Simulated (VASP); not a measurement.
# Cu (Im-3m) in VASP: relaxation of cell and atoms with LDA

Aim: the relaxation of cell and atoms of Cu with LDA.

All numbers are computed with VASP 6.6.1; they aren't measurements. Logs are shortened: lines on timing, memory, paths and dates and some standing lists are left out, and cuts for length are marked.

### Step 1. The cell of the first run

The structure is cubic, space group Im-3m (No. 229). Conventional cell: a = 2.869 Å, b = 2.869 Å, c = 2.869 Å, α = 90.00°, β = 90.00°, γ = 90.00°. Cu (site symmetry m-3m) has 14 Cu at 2.48 to 2.87 Å within 3.3 Å.

This isn't the form of Cu at room conditions, which is fcc.

### Step 2. Relaxation of cell and atoms, LDA

Contents of INCAR:

```
SYSTEM = Cu
PREC = Accurate
ENCUT = 700
EDIFF = 1E-7
ISMEAR = -1
SIGMA = 0.1
LREAL = .False.
LASPH = .True.
NELM = 120
ALGO = Normal
ISIF = 3
LWAVE = .False.
LCHARG = .False.
GGA = CA
IBRION = 2
NSW = 80
EDIFFG = -0.01
GGA_COMPAT = .False.
NELMIN = 4
```

Contents of KPOINTS:

```
Automatic mesh
0
Gamma
  15 15 15
  0 0 0
```

Contents of POSCAR:

```
Cu
1.0
   -1.4345978267      1.4345978267      1.4345978267
    1.4345978267     -1.4345978267      1.4345978267
    1.4345978267      1.4345978267     -1.4345978267
Cu
1
Direct
    0.0000000000      0.0000000000      0.0000000000
```

Potentials or basis: VASP PAW LDA potentials, release 64 (Cu_sv_GW).

Command:

```console
$ cat potpaw_LDA.64/Cu_sv_GW/POTCAR > POTCAR
$ mpirun -np 1 vasp_std > vasp.out
```

OUTCAR:

```text
SYSTEM = Cu
   PREC = Accurate
   ENCUT = 700
   EDIFF = 1E-7
   ISMEAR = -1
   LREAL = .False.
   LASPH = .True.
   NELM = 120
   ISIF = 3
   GGA = CA
   IBRION = 2
   NSW = 80
   EDIFFG = -0.01
   NELMIN = 4

 ion  position               nearest neighbor table
   1  0.000  0.000  0.000-

  LATTYP: Found a body centered cubic cell.
 ALAT       =     2.8691956534

  Lattice vectors:

 A1 = (  -1.4345978267,   1.4345978267,   1.4345978267)
 A2 = (   1.4345978267,  -1.4345978267,   1.4345978267)
 A3 = (   1.4345978267,   1.4345978267,  -1.4345978267)

Analysis of symmetry for initial positions (statically):
=====================================================================
 Subroutine PRICEL returns:
 Original cell was already a primitive cell.

 Routine SETGRP: Setting up the symmetry group for a
 body centered cubic supercell.

 Subroutine GETGRP returns: Found 48 space group operations
 (whereof 48 operations were pure point group operations)
 out of a pool of 48 trial point group operations.

The static configuration has the point symmetry O_h .

Analysis of symmetry for dynamics (positions and initial velocities):
=====================================================================
 Subroutine PRICEL returns:
 Original cell was already a primitive cell.

 Routine SETGRP: Setting up the symmetry group for a
 body centered cubic supercell.

 Subroutine GETGRP returns: Found 48 space group operations
 (whereof 48 operations were pure point group operations)
 out of a pool of 48 trial point group operations.

The dynamic configuration has the point symmetry O_h .

 Subroutine INISYM returns: Found 48 space group operations
 (whereof 48 operations are pure point group operations),
 and found     1 'primitive' translations

----------------------------------------------------------------------------------------

                                     Primitive cell

  volume of cell :      11.8100

  direct lattice vectors                    reciprocal lattice vectors
    -1.434597827  1.434597827  1.434597827     0.000000000  0.348529735  0.348529735
     1.434597827 -1.434597827  1.434597827     0.348529735  0.000000000  0.348529735
     1.434597827  1.434597827 -1.434597827     0.348529735  0.348529735  0.000000000

  length of vectors
     2.484796324  2.484796324  2.484796324     0.492895478  0.492895478  0.492895478

  position of ions in fractional coordinates (direct lattice)
     0.000000000  0.000000000  0.000000000

  ion indices of the primitive-cell ions
   primitive index   ion index
                 1           1

----------------------------------------------------------------------------------------

 KPOINTS: Automatic mesh

Automatic generation of k-mesh.
 Grid dimensions read from file:
 generate k-points for:   15   15   15

 Generating k-lattice:

  Cartesian coordinates                     Fractional coordinates (reciprocal lattice)
     0.000000000  0.023235316  0.023235316     0.066666667  0.000000000  0.000000000
     0.023235316  0.000000000  0.023235316     0.000000000  0.066666667  0.000000000
     0.023235316  0.023235316  0.000000000     0.000000000  0.000000000  0.066666667

  Length of vectors
     0.032859699  0.032859699  0.032859699

  Shift w.r.t. Gamma in fractional coordinates (k-lattice)
     0.000000000  0.000000000  0.000000000

 Subroutine IBZKPT returns following result:
 ===========================================

 Found    120 irreducible k-points:

 Following reciprocal coordinates:
            Coordinates               Weight
  0.000000  0.000000  0.000000      1.000000
  0.066667  0.000000  0.000000     12.000000
  0.133333  0.000000  0.000000     12.000000
  0.200000  0.000000  0.000000     12.000000
  0.266667  0.000000  0.000000     12.000000
  0.333333  0.000000  0.000000     12.000000
[... 16 lines left out ...]
  0.333333  0.200000  0.000000     48.000000
  0.400000  0.200000  0.000000     24.000000
 [... further k-points ...]
   k-points           NKPTS =    120   k-points in BZ     NKDIM =    120   number of bands    NBANDS=     13
   number of dos      NEDOS =    301   number of ions     NIONS =      1
   total plane-waves  NPLWV =  13824
   dimension x,y,z NGX =    24 NGY =   24 NGZ =   24
   dimension x,y,z NGXF=    48 NGYF=   48 NGZF=   48
   ions per type =               1
   NGX,Y,Z   is equivalent  to a cutoff of  16.06, 16.06, 16.06 a.u.
   NGXF,Y,Z  is equivalent  to a cutoff of  32.11, 32.11, 32.11 a.u.
 SYSTEM =  Cu
   PREC   = accura    normal or accurate (medium, high low for compatibility)
   ISTART =      0    job   : 0-new  1-cont  2-samecut
   ICHARG =      2    charge: 1-file 2-atom 10-const
   ISPIN  =      1    spin polarized calculation?
   LNONCOLLINEAR =      F non collinear calculations
   LSORBIT =      F    spin-orbit coupling
   LASPH  =      T    aspherical Exc in radial PAW
   ENCUT  =  700.0 eV  51.45 Ry    7.17 a.u.   5.36  5.36  5.36*2*pi/ulx,y,z
   NELM   =    120;   NELMIN=  4; NELMDL= -5     # of ELM steps
   EDIFF  = 0.1E-06   stopping-criterion for ELM
   LREAL  =      F    real-space projection
   EDIFFG = -.1E-01   stopping-criterion for IOM
   NSW    =     80    number of steps for IOM
   IBRION =      2    ionic relax: 0-MD 1-quasi-New 2-CG
   NFREE  =      1    steps in history (QN), initial steepest desc. (CG)
   ISIF   =      3    stress and relaxation
   ISYM   =      2    0-nonsym 1-usesym 2-fastsym
   POTIM  = 0.5000    time-step for ionic-motion
   TEBEG  =    0.0;   TEEND  =   0.0 temperature during run
   PSTRESS=    0.0 pullay stress
   NELECT =      19.0000    total number of electrons
   NUPDOWN=      -1.0000    fix difference up-down
   EMIN   =  10.00;   EMAX   =-10.00  energy-range for DOS
   EFERMI =   0.00;   METHOD = LEGACY
   ISMEAR =    -1;   SIGMA  =   0.10  broadening in eV -4-tet -1-fermi 0-gaus
   EFERMI_NEDOS =   21; number of points for ismear=-14 and -15
   IALGO  =     38    algorithm
   IMIX   =      4    mixing-type and parameters
     AMIX     =   0.40;   BMIX     =  1.00
     AMIX_MAG =   1.60;   BMIX_MAG =  1.00
  volume/ion in A,a.u.               =      11.81        79.70
  Fermi-wavevector in a.u.,A,eV,Ry     =   1.918268  3.625000 50.066048  3.679751
  Thomas-Fermi vector in A             =   2.953306
   LORBIT       =      0    0 simple, 1 ext, 2 COOP (PROOUT), +10 PAW based schemes
   GGA     = CA    functional components
   LHFCALC =     F    Hartree Fock is set to
   AEXX    =    0.0000 exact exchange contribution
   IVDW    =     0    specifies the selected vdW correction
   LEPSILON=     F    determine dielectric tensor
   LRPA    =     F    only Hartree local field effects (RPA)
 conjugate gradient relaxation of ions
 non-spin polarized calculation
  energy-cutoff  :      700.00
  volume of cell :       11.81
 maximum number of plane-waves:       531
 NGX is ok and might be reduce to    24
   NGX = 11   NGY = 11   NGZ = 11

--------------------------------------- Ionic step        1  -------------------------------------------

 number of electron      18.9999996 magnetization

 Free energy of the ion-electron system (eV)
  ---------------------------------------------------
  ext. energy  EPLUGINS =         0.00000000
  ---------------------------------------------------
  free energy    TOTEN  =        -4.79116048 eV

  energy without entropy =       -4.78153580  energy(sigma->0) =       -4.78634814

------------------------ aborting loop because EDIFF is reached ----------------------------------------

  FORCE on cell =-STRESS in cart. coord.  units (eV):
  Direction    XX          YY          ZZ          XY          YZ          ZX
  --------------------------------------------------------------------------------------
  -------------------------------------------------------------------------------------
  Total       -1.1903922     -1.1903922     -1.1903922     -0.0000000     -0.0000000      0.0000000
  in kB     -161.4916876   -161.4916876   -161.4916876     -0.0000000     -0.0000000      0.0000000
  external PRESSURE =    -161.4916876 kB  Pullay stress =       0.0000000 kB
[... 90 lines left out ...]
  energy  without entropy=       -4.8424030499  energy(sigma->0) =       -4.84661192

--------------------------------------- Ionic step        4  -------------------------------------------

 number of electron      18.9999996 magnetization

 Free energy of the ion-electron system (eV)
  ---------------------------------------------------
  ext. energy  EPLUGINS =         0.00000000
  ---------------------------------------------------
  free energy    TOTEN  =        -4.85082338 eV

  energy without entropy =       -4.84243161  energy(sigma->0) =       -4.84662750

 E-fermi :   8.3997     XC(G=0): -14.4568

 val. band max:        8.3043446693   @ k =  -0.3333   0.3333   0.2667
 cond. band min:       8.4677705353   @ k =  -0.3333   0.4667   0.0667
 fundamental gap:      0.1634258660
 Fermi energy:         8.3997171377

 k-point     1 :       0.0000    0.0000    0.0000
  band No.  band energies     occupation
      1    -103.3072      2.00000
      2     -61.1808      2.00000
      3     -61.1808      2.00000
      4     -61.1808      2.00000
      5      -1.7231      2.00000
      6       4.9820      2.00000
      7       4.9820      2.00000
      8       4.9820      2.00000
      9       6.1830      2.00000
     10       6.1830      2.00000
     11      34.5163      0.00000
     12      34.5163      0.00000
     13      34.5163      0.00000
[... 353 lines left out ...]
 k-point    24 :       0.4000    0.2000    0.0000
  band No.  band energies     occupation
      1    -103.2783      2.00000
      2     -61.3254      2.00000
      3     -61.2585      2.00000
      4     -61.1957      2.00000
      5       3.4075      2.00000
      6       4.2159      2.00000
      7       5.0454      2.00000
      8       6.1274      2.00000
      9       6.4738      2.00000
     10      10.5447      0.00000
     11      13.6496      0.00000
     12      19.4894      0.00000
     13      26.4298      0.00000

 [... further k-points ...]

------------------------ aborting loop because EDIFF is reached ----------------------------------------

  FORCE on cell =-STRESS in cart. coord.  units (eV):
  Direction    XX          YY          ZZ          XY          YZ          ZX
  --------------------------------------------------------------------------------------
  -------------------------------------------------------------------------------------
  Total        0.0094505      0.0094505      0.0094505      0.0000000      0.0000000      0.0000000
  in kB        1.4105858      1.4105858      1.4105858      0.0000000      0.0000000      0.0000000
  external PRESSURE =       1.4105858 kB  Pullay stress =       0.0000000 kB
[... 16 lines left out ...]
  FREE ENERGIE OF THE ION-ELECTRON SYSTEM (eV)
  ---------------------------------------------------
  free  energy   TOTEN  =        -4.8508233765 eV

  energy  without entropy=       -4.8424316144  energy(sigma->0) =       -4.84662750

 reached required accuracy - stopping structural energy minimisation
```

It took 72 s on 1 thread of Intel Xeon Platinum 8259CL at 2.50GHz (Skylake/Cascade Lake), shared host; peak memory 0.18 GiB.

Results:

```yaml
Free_energy: -4.8508 eV
Relaxed_volume: 10.73 Å³/atom
Relaxed_cell: a = 2.407 Å, b = 2.407 Å, c = 2.407 Å, α = 109.47°, β = 109.47°, γ = 109.47°
Space_group_after_relaxing_to_0.1_Å: Im-3m (No. 229)
Energy_gained_by_relaxing: 59.7 meV/atom
Ionic_steps: 4
Pressure_after_relaxing: 0.1 GPa
Band_gap_on_the_k_mesh: zero (an odd number of electrons rules out a gap without spin polarisation)
```

The path:
```
step  energy change (eV)  largest force (eV/Å)  pressure (GPa)  volume (Å³)
   1              0.0000                0.0000          -16.15        11.81
   2             -0.0056                0.0000           21.93         9.89
   3             -0.0597                0.0000           -0.25        10.75
   4             -0.0597                0.0000            0.14        10.73
```

Final structure:
```
Cu
1.0
    -1.38964    1.38964    1.38964
     1.38964   -1.38964    1.38964
     1.38964    1.38964   -1.38964
Cu
1
Direct
  0.00000 0.00000 0.00000
```

Levels at points of the mesh, in eV from the Fermi level:
| k point | band 7 | band 8 | band 9 | band 10 | band 11 | band 12 | band 13 |
| --- | --- | --- | --- | --- | --- | --- | --- |
| (0.00, 0.00, 0.00) | -3.42 | -3.42 | -2.22 | -2.22 | 26.12 | 26.12 | 26.12 |

The gap in the log of VASP goes by the Fermi energy; the results here count the filled bands.